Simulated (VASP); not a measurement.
# GaN (R3m) in VASP: further runs

GaN is run at these levels: PBE; tasks: single point.

All numbers are computed with VASP 6.6.1; they aren't measurements. Logs are shortened: lines on timing, memory, paths and dates and some standing lists are left out, and cuts for length are marked.

### Step 1. The cell of the first run

Symmetry: R3m, No. 160, trigonal system. The conventional cell has a = 3.198 Å, b = 3.198 Å, c = 7.754 Å, α = 90.00°, β = 90.00°, γ = 120.00°. Within 2.6 Å of Ga (site symmetry 3m) lie 4 N at 1.94 to 1.96 Å. Within 2.6 Å of N (site symmetry 3m) lie 4 Ga at 1.94 to 1.96 Å.

### Step 2. Single point, PBE

INCAR reads:

```
SYSTEM = GaN
ALGO     = Normal         ! electronic algorithm
EDIFF    = 1E-6           ! SCF threshold, eV
ENCUT    = 600            ! plane-wave cutoff, eV
GGA      = PE             ! functional
GGA_COMPAT= .FALSE.      
ISIF     = 2              ! what is computed and relaxed
ISMEAR   = -1             ! smearing method
LASPH    = .TRUE.         ! aspherical terms in the spheres
LCHARG   = .TRUE.         ! write CHGCAR
LELF     = .TRUE.         ! ELF
LREAL    = .FALSE.        ! projectors in reciprocal space
LVHAR    = .TRUE.       
LWAVE    = .FALSE.        ! write WAVECAR
NBANDS   = 16             ! bands
NELM     = 120            ! most SCF steps
PREC     = Accurate       ! precision mode
SIGMA    = 0.02           ! smearing width, eV
```

KPOINTS reads:

```
k-points
0
G
  7 7 7
  0 0 0
```

POSCAR reads:

```
GaN
1.0
   -0.0150233400      2.2459893300      2.2459893300
    2.2459893300     -0.0150233400      2.2459893300
    2.2459893300      2.2459893300     -0.0150233400
Ga N
1 1
Direct
    0.0000000000      0.0000000000      0.0000000000
    0.7500000000      0.7500000000      0.7500000000
```

Potentials or basis: VASP PAW PBE potentials, release 64 (Ga_d, N).

Run with:

```bash
$ cat potpaw_PBE.64/Ga_d/POTCAR potpaw_PBE.64/N/POTCAR > POTCAR
$ mpirun -np 1 vasp_std > vasp.out
```

OUTCAR:

```text
SYSTEM = GaN
   EDIFF = 1E-6
   ENCUT = 600
   GGA = PE
   ISIF = 2
   ISMEAR = -1
   LASPH = .TRUE.
   LREAL = .FALSE.
   NELM = 120
   PREC = Accurate

 ion  position               nearest neighbor table
   1  0.000  0.000  0.000-   2 1.94   2 1.96   2 1.96   2 1.96
   2  0.750  0.750  0.750-   1 1.94   1 1.96   1 1.96   1 1.96

  LATTYP: Found a trigonal (rhomboedric) cell.
 ALAT       =     3.1763441000
 COS(alpha) =     0.4933000011

  Lattice vectors:

 A1 = (  -0.0150233400,   2.2459893300,   2.2459893300)
 A2 = (   2.2459893300,  -0.0150233400,   2.2459893300)
 A3 = (   2.2459893300,   2.2459893300,  -0.0150233400)

Analysis of symmetry for initial positions (statically):
=====================================================================
 Subroutine PRICEL returns:
 Original cell was already a primitive cell.

 Routine SETGRP: Setting up the symmetry group for a
 trigonal (rhombohedral) supercell.

 Subroutine GETGRP returns: Found  6 space group operations
 (whereof  6 operations were pure point group operations)
 out of a pool of 12 trial point group operations.

The static configuration has the point symmetry C_3v.

Analysis of symmetry for dynamics (positions and initial velocities):
=====================================================================
 Subroutine PRICEL returns:
 Original cell was already a primitive cell.

 Routine SETGRP: Setting up the symmetry group for a
 trigonal (rhombohedral) supercell.

 Subroutine GETGRP returns: Found  6 space group operations
 (whereof  6 operations were pure point group operations)
 out of a pool of 12 trial point group operations.

The dynamic configuration has the point symmetry C_3v.

 Subroutine INISYM returns: Found  6 space group operations
 (whereof  6 operations are pure point group operations),
 and found     1 'primitive' translations

----------------------------------------------------------------------------------------

                                     Primitive cell

  volume of cell :      22.8870

  direct lattice vectors                    reciprocal lattice vectors
    -0.015023340  2.245989330  2.245989330    -0.220397769  0.221881929  0.221881929
     2.245989330 -0.015023340  2.245989330     0.221881929 -0.220397769  0.221881929
     2.245989330  2.245989330 -0.015023340     0.221881929  0.221881929 -0.220397769

  length of vectors
     3.176344100  3.176344100  3.176344100     0.383455809  0.383455809  0.383455809

  position of ions in fractional coordinates (direct lattice)
     0.000000000  0.000000000  0.000000000
     0.750000000  0.750000000  0.750000000

  ion indices of the primitive-cell ions
   primitive index   ion index
                 1           1
                 2           2

----------------------------------------------------------------------------------------

 KPOINTS: k-points

Automatic generation of k-mesh.
 Grid dimensions read from file:
 generate k-points for:    7    7    7

 Generating k-lattice:

  Cartesian coordinates                     Fractional coordinates (reciprocal lattice)
    -0.031485396  0.031697418  0.031697418     0.142857143  0.000000000 -0.000000000
     0.031697418 -0.031485396  0.031697418     0.000000000  0.142857143 -0.000000000
     0.031697418  0.031697418 -0.031485396     0.000000000  0.000000000  0.142857143

  Length of vectors
     0.054779401  0.054779401  0.054779401

  Shift w.r.t. Gamma in fractional coordinates (k-lattice)
     0.000000000  0.000000000  0.000000000

 Subroutine IBZKPT returns following result:
 ===========================================

 Found     44 irreducible k-points:

 Following reciprocal coordinates:
            Coordinates               Weight
  0.000000  0.000000  0.000000      1.000000
  0.142857 -0.000000 -0.000000      6.000000
  0.285714 -0.000000 -0.000000      6.000000
  0.428571 -0.000000 -0.000000      6.000000
  0.142857  0.142857 -0.000000      6.000000
  0.285714  0.142857 -0.000000     12.000000
[... 16 lines left out ...]
  0.285714  0.285714  0.142857      6.000000
  0.428571  0.285714  0.142857     12.000000
 [... further k-points ...]
   k-points           NKPTS =     44   k-points in BZ     NKDIM =     44   number of bands    NBANDS=     16
   number of dos      NEDOS =    301   number of ions     NIONS =      2
   total plane-waves  NPLWV =  21952
   dimension x,y,z NGX =    28 NGY =   28 NGZ =   28
   dimension x,y,z NGXF=    56 NGYF=   56 NGZF=   56
   ions per type =               1   1
   NGX,Y,Z   is equivalent  to a cutoff of  14.65, 14.65, 14.65 a.u.
   NGXF,Y,Z  is equivalent  to a cutoff of  29.31, 29.31, 29.31 a.u.
 SYSTEM =  GaN
   PREC   = accura    normal or accurate (medium, high low for compatibility)
   ISTART =      0    job   : 0-new  1-cont  2-samecut
   ICHARG =      2    charge: 1-file 2-atom 10-const
   ISPIN  =      1    spin polarized calculation?
   LNONCOLLINEAR =      F non collinear calculations
   LSORBIT =      F    spin-orbit coupling
   LASPH  =      T    aspherical Exc in radial PAW
   ENCUT  =  600.0 eV  44.10 Ry    6.64 a.u.   6.34  6.34  6.34*2*pi/ulx,y,z
   NELM   =    120;   NELMIN=  2; NELMDL= -5     # of ELM steps
   EDIFF  = 0.1E-05   stopping-criterion for ELM
   LREAL  =      F    real-space projection
   EDIFFG = 0.1E-04   stopping-criterion for IOM
   NSW    =      0    number of steps for IOM
   IBRION =     -1    ionic relax: 0-MD 1-quasi-New 2-CG
   NFREE  =      0    steps in history (QN), initial steepest desc. (CG)
   ISIF   =      2    stress and relaxation
   ISYM   =      2    0-nonsym 1-usesym 2-fastsym
   POTIM  = 0.5000    time-step for ionic-motion
   TEBEG  =    0.0;   TEEND  =   0.0 temperature during run
   PSTRESS=    0.0 pullay stress
   NELECT =      18.0000    total number of electrons
   NUPDOWN=      -1.0000    fix difference up-down
   EMIN   =  10.00;   EMAX   =-10.00  energy-range for DOS
   EFERMI =   0.00;   METHOD = LEGACY
   ISMEAR =    -1;   SIGMA  =   0.02  broadening in eV -4-tet -1-fermi 0-gaus
   EFERMI_NEDOS =   21; number of points for ismear=-14 and -15
   IALGO  =     38    algorithm
   IMIX   =      4    mixing-type and parameters
     AMIX     =   0.40;   BMIX     =  1.00
     AMIX_MAG =   1.60;   BMIX_MAG =  1.00
  volume/ion in A,a.u.               =      11.44        77.22
  Fermi-wavevector in a.u.,A,eV,Ry     =   1.511133  2.855628 31.069224  2.283524
  Thomas-Fermi vector in A             =   2.621231
   LORBIT       =      0    0 simple, 1 ext, 2 COOP (PROOUT), +10 PAW based schemes
   GGA     = PE    functional components
   LHFCALC =     F    Hartree Fock is set to
   AEXX    =    0.0000 exact exchange contribution
   IVDW    =     0    specifies the selected vdW correction
   LEPSILON=     F    determine dielectric tensor
   LRPA    =     F    only Hartree local field effects (RPA)
 non-spin polarized calculation
  energy-cutoff  :      600.00
  volume of cell :       22.89
 maximum number of plane-waves:       774
 NGX is ok and might be reduce to    28
   NGX = 13   NGY = 13   NGZ = 13

 number of electron      18.0000004 magnetization

 Free energy of the ion-electron system (eV)
  ---------------------------------------------------
  ext. energy  EPLUGINS =         0.00000000
  ---------------------------------------------------
  free energy    TOTEN  =       -12.14141425 eV

  energy without entropy =      -12.14141425  energy(sigma->0) =      -12.14141425

 E-fermi :   5.7991     XC(G=0): -11.6668

 val. band max:        5.3084390963   @ k =   0.0000   0.0000   0.0000
 cond. band min:       7.0048979729   @ k =   0.0000   0.0000   0.0000
 fundamental gap:      1.6964588766
 Fermi energy:         5.7990650936

 k-point     1 :       0.0000    0.0000    0.0000
  band No.  band energies     occupation
      1     -10.6523      2.00000
      2      -8.1612      2.00000
      3      -8.1605      2.00000
      4      -8.1605      2.00000
      5      -7.8410      2.00000
      6      -7.8410      2.00000
[... 8 lines left out ...]
     15      24.0913      0.00000
     16      24.0914      0.00000

 k-point     2 :       0.1429   -0.0000   -0.0000
  band No.  band energies     occupation
      1     -10.4385      2.00000
      2      -8.1353      2.00000
      3      -8.1353      2.00000
      4      -8.0725      2.00000
      5      -7.8428      2.00000
      6      -7.8422      2.00000
[... 8 lines left out ...]
     15      22.3609      0.00000
     16      22.4749      0.00000

 k-point     3 :       0.2857   -0.0000   -0.0000
  band No.  band energies     occupation
      1     -10.0112      2.00000
      2      -8.0927      2.00000
      3      -8.0910      2.00000
      4      -7.8312      2.00000
      5      -7.8293      2.00000
      6      -7.6380      2.00000
[... 8 lines left out ...]
     15      22.3205      0.00000
     16      22.5351      0.00000

 k-point     4 :       0.4286   -0.0000   -0.0000
  band No.  band energies     occupation
      1      -9.7725      2.00000
      2      -8.0768      2.00000
      3      -8.0739      2.00000
      4      -7.8022      2.00000
      5      -7.7987      2.00000
      6      -6.8053      2.00000
[... 8 lines left out ...]
     15      24.2383      0.00000
     16      24.5053      0.00000
[... 324 lines left out ...]
 k-point    22 :      -0.1429    0.1429    0.1429
  band No.  band energies     occupation
      1     -10.0222      2.00000
      2      -8.0831      2.00000
      3      -8.0577      2.00000
      4      -7.9290      2.00000
      5      -7.8110      2.00000
      6      -7.6865      2.00000
[... 8 lines left out ...]
     15      24.5001      0.00000
     16      24.7014      0.00000

 k-point    23 :       0.2857    0.2857    0.1429
  band No.  band energies     occupation
      1     -10.0119      2.00000
      2      -8.0779      2.00000
      3      -8.0537      2.00000
      4      -7.9290      2.00000
      5      -7.8104      2.00000
      6      -7.6841      2.00000
[... 8 lines left out ...]
     15      24.2638      0.00000
     16      24.6548      0.00000

 k-point    24 :       0.4286    0.2857    0.1429
  band No.  band energies     occupation
      1      -9.7703      2.00000
      2      -8.0374      2.00000
      3      -8.0197      2.00000
      4      -7.9173      2.00000
      5      -7.8061      2.00000
      6      -7.1440      2.00000
[... 8 lines left out ...]
     15      24.9001      0.00000
     16      27.1808      0.00000

 [... further k-points ...]
[... 5 lines left out ...]
  --------------------------------------------------------------------------------------
  -------------------------------------------------------------------------------------
  Total        0.7085899      0.7085899      0.7085899      0.1845161      0.1845161      0.1845161
  in kB       49.6040086     49.6040086     49.6040086     12.9168357     12.9168357     12.9168357
  external PRESSURE =      49.6040086 kB  Pullay stress =       0.0000000 kB

 VOLUME and BASIS-vectors are now :
 -----------------------------------------------------------------------------
  energy-cutoff  :      600.00
  volume of cell :       22.89
      direct lattice vectors                 reciprocal lattice vectors
    -0.015023340  2.245989330  2.245989330    -0.220397769  0.221881929  0.221881929
     2.245989330 -0.015023340  2.245989330     0.221881929 -0.220397769  0.221881929
     2.245989330  2.245989330 -0.015023340     0.221881929  0.221881929 -0.220397769

 POSITION                                       TOTAL-FORCE (eV/Angst)
 -----------------------------------------------------------------------------------
      0.00000      0.00000      0.00000         0.059151      0.059151      0.059151
      3.35772      3.35772      3.35772        -0.059151     -0.059151     -0.059151
 -----------------------------------------------------------------------------------
    total drift:                                0.000102      0.000102      0.000102

  FREE ENERGIE OF THE ION-ELECTRON SYSTEM (eV)
  ---------------------------------------------------
  free  energy   TOTEN  =       -12.1414142466 eV

  energy  without entropy=      -12.1414142466  energy(sigma->0) =      -12.14141425
```

Wall time 27 s (1 thread of Intel Xeon 8259CL, shared host); peak memory 0.17 GiB.

What came out:

| Quantity | Value |
| --- | --- |
| Free energy | -12.1414 eV |
| Pressure | 5.0 GPa |
| Largest force | 0.102 eV/Å |
| Band gap on the k mesh | 1.70 eV, direct |

Forces on the atoms (eV/Å):
```
Ga   0.059  0.059  0.059
N   -0.059 -0.059 -0.059
```

### Step 3. Single point, PBE

INCAR reads:

```
SYSTEM = GaN
PREC = Accurate
ENCUT = 600
EDIFF = 1E-6
ISMEAR = -1
SIGMA = 0.02
LREAL = .False.
LASPH = .True.
NELM = 120
ALGO = Normal
ISIF = 2
LWAVE = .False.
LCHARG = .False.
GGA = PE
NBANDS = 16
GGA_COMPAT = .False.
```

KPOINTS reads:

```
Automatic mesh
0
Gamma
  7 7 7
  0 0 0
```

POSCAR reads:

```
GaN
1.0
   -0.0075116700      2.2497451650      2.2497451650
    2.2497451650     -0.0075116700      2.2497451650
    2.2497451650      2.2497451650     -0.0075116700
Ga N
1 1
Direct
    0.0000000000      0.0000000000      0.0000000000
    0.7500000000      0.7500000000      0.7500000000
```

Potentials or basis: VASP PAW PBE potentials, release 64 (Ga_d, N).

Run with:

```bash
$ cat potpaw_PBE.64/Ga_d/POTCAR potpaw_PBE.64/N/POTCAR > POTCAR
$ mpirun -np 1 vasp_std > vasp.out
```

It took 30 s on 1 thread of Intel Xeon 8259CL, shared host; peak memory 0.17 GiB.

Results (log left out):

```yaml
Free_energy: -12.1428 eV
Pressure: 4.9 GPa
Largest_force: 0.050 eV/Å
Band_gap_on_the_k_mesh: 1.71 eV, direct
```

Forces on the atoms (eV/Å):
```
Ga   0.029  0.029  0.029
N   -0.029 -0.029 -0.029
```

Stress tensor (GPa, compression positive):
```
4.94 0.64 0.64
0.64 4.94 0.64
0.64 0.64 4.94
```

Levels at points of the mesh, in eV from the valence-band top:
| k point | band 7 | band 8 | band 9 | band 10 | band 11 | band 12 |
| --- | --- | --- | --- | --- | --- | --- |
| (0.00, 0.00, 0.00) | -0.02 | -0.02 | 0.00 | 1.71 | 10.25 | 10.25 |

As with any semilocal functional, this PBE gap is likely too small.

### Step 4. Single point, PBE

INCAR reads:

```
SYSTEM = GaN
ALGO     = Normal         ! electronic algorithm
EDIFF    = 1E-6           ! SCF threshold, eV
ENCUT    = 600            ! plane-wave cutoff, eV
GGA      = PE             ! functional
GGA_COMPAT= .FALSE.      
ISIF     = 2              ! what is computed and relaxed
ISMEAR   = -1             ! smearing method
LASPH    = .TRUE.         ! aspherical terms in the spheres
LCHARG   = .FALSE.        ! write CHGCAR
LREAL    = .FALSE.        ! projectors in reciprocal space
LWAVE    = .FALSE.        ! write WAVECAR
NBANDS   = 16             ! bands
NELM     = 120            ! most SCF steps
PREC     = Accurate       ! precision mode
SIGMA    = 0.02           ! smearing width, eV
```

KPOINTS reads:

```
k-points
0
G
  7 7 7
  0 0 0
```

POSCAR reads:

```
GaN
1.0
    0.0075116700      2.2572568350      2.2572568350
    2.2572568350      0.0075116700      2.2572568350
    2.2572568350      2.2572568350      0.0075116700
Ga N
1 1
Direct
    0.0000000000      0.0000000000      0.0000000000
    0.7500000000      0.7500000000      0.7500000000
```

Run with:

```bash
$ cat potpaw_PBE.64/Ga_d/POTCAR potpaw_PBE.64/N/POTCAR > POTCAR
$ mpirun -np 1 vasp_std > vasp.out
```

Run time: 38 s. Hardware: 1 thread of Intel Xeon 8259CL, shared host; peak memory 0.17 GiB.

Results (log left out):

* Free energy: -12.1428 eV
* Pressure: 4.9 GPa
* Largest force: 0.048 eV/Å
* Band gap on the k mesh: 1.72 eV, direct

Forces on the atoms (eV/Å):
```
Ga  -0.028 -0.028 -0.028
N    0.028  0.028  0.028
```

Stress tensor (GPa, compression positive):
```
 4.94 -0.64 -0.64
-0.64  4.94 -0.64
-0.64 -0.64  4.94
```

Levels at points of the mesh, in eV from the valence-band top:
```csv
k point,band 6,band 7,band 8,band 9,band 10,band 11,band 12,band 13
"(0.00, 0.00, 0.00)",-13.13,-0.02,0.00,0.00,1.72,10.21,10.33,10.33
```

### Step 5. Single point, PBE

INCAR reads:

```
SYSTEM = GaN
PREC = Accurate
ENCUT = 600
EDIFF = 1E-6
ISMEAR = -1
SIGMA = 0.02
LREAL = .False.
LASPH = .True.
NELM = 120
ALGO = Normal
ISIF = 2
LWAVE = .False.
LCHARG = .False.
GGA = PE
NBANDS = 16
GGA_COMPAT = .False.
```

KPOINTS reads:

```
regular mesh
0
Gamma
  7 7 7
  0 0 0
```

POSCAR reads:

```
GaN
1.0
    0.0150233400      2.2610126700      2.2610126700
    2.2610126700      0.0150233400      2.2610126700
    2.2610126700      2.2610126700      0.0150233400
Ga N
1 1
Direct
    0.0000000000      0.0000000000      0.0000000000
    0.7500000000      0.7500000000      0.7500000000
```

Potentials or basis: VASP PAW PBE potentials, release 64 (Ga_d, N).

Run with:

```bash
$ cat potpaw_PBE.64/Ga_d/POTCAR potpaw_PBE.64/N/POTCAR > POTCAR
$ mpirun -np 1 vasp_std > vasp.out
```

OUTCAR:

```text
SYSTEM = GaN
   PREC = Accurate
   ENCUT = 600
   EDIFF = 1E-6
   ISMEAR = -1
   LREAL = .False.
   LASPH = .True.
   NELM = 120
   ISIF = 2
   GGA = PE

 ion  position               nearest neighbor table
   1  0.000  0.000  0.000-   2 1.95   2 1.95   2 1.95   2 1.96
   2  0.750  0.750  0.750-   1 1.95   1 1.95   1 1.95   1 1.96

  LATTYP: Found a trigonal (rhomboedric) cell.
 ALAT       =     3.1975900751
 COS(alpha) =     0.5066333344

  Lattice vectors:
[... 641 lines left out ...]

 [... further k-points ...]

------------------------ aborting loop because EDIFF is reached ----------------------------------------

  FORCE on cell =-STRESS in cart. coord.  units (eV):
  Direction    XX          YY          ZZ          XY          YZ          ZX
  --------------------------------------------------------------------------------------
  -------------------------------------------------------------------------------------
  Total        0.7084330      0.7084330      0.7084330     -0.1806173     -0.1806173     -0.1806173
  in kB       49.5930215     49.5930215     49.5930215    -12.6439028    -12.6439028    -12.6439028
  external PRESSURE =      49.5930215 kB  Pullay stress =       0.0000000 kB

 VOLUME and BASIS-vectors are now :
 -----------------------------------------------------------------------------
  energy-cutoff  :      600.00
  volume of cell :       22.89
      direct lattice vectors                 reciprocal lattice vectors
     0.015023340  2.261012670  2.261012670    -0.223356194  0.221881896  0.221881896
     2.261012670  0.015023340  2.261012670     0.221881896 -0.223356194  0.221881896
     2.261012670  2.261012670  0.015023340     0.221881896  0.221881896 -0.223356194

 POSITION                                       TOTAL-FORCE (eV/Angst)
 -----------------------------------------------------------------------------------
      0.00000      0.00000      0.00000        -0.053848     -0.053848     -0.053848
      3.40279      3.40279      3.40279         0.053848      0.053848      0.053848
 -----------------------------------------------------------------------------------
    total drift:                               -0.000051     -0.000051     -0.000051

  FREE ENERGIE OF THE ION-ELECTRON SYSTEM (eV)
  ---------------------------------------------------
  free  energy   TOTEN  =       -12.1414565675 eV

  energy  without entropy=      -12.1414565675  energy(sigma->0) =      -12.14145657
```

stdout:

```text
POSCAR found type information on POSCAR GaN
 POSCAR found :  2 types and       2 ions
 scaLAPACK will be used
 LDA part: xc-table for (Slater+PW92), standard interpolation
 POSCAR, INCAR and KPOINTS ok, starting setup
 FFT: planning ... GRIDC
 FFT: planning ... GRID_SOFT
 FFT: planning ... GRID
 WAVECAR not read
 entering main loop
```

Run time: 38 s. Hardware: 1 thread of Intel Xeon 8259CL, shared host; peak memory 0.17 GiB.

Results:

```yaml
Free_energy: -12.1415 eV
Pressure: 5.0 GPa
Largest_force: 0.093 eV/Å
Band_gap_on_the_k_mesh: 1.71 eV, direct
```

Forces in eV/Å, atoms in the order of the input:
```
Ga  -0.054 -0.054 -0.054
N    0.054  0.054  0.054
```

Stress tensor (GPa, compression positive):
```
 4.96 -1.26 -1.26
-1.26  4.96 -1.26
-1.26 -1.26  4.96
```

Levels at points of the mesh, in eV from the valence-band top:
```tsv
k point	band 7	band 8	band 9	band 10	band 11	band 12
(0.00, 0.00, 0.00)	-0.04	0.00	0.00	1.71	10.13	10.37
```

PBE gaps usually lie below the measured ones, often by a third to a half.

(Part 1 of 2 ends here.)
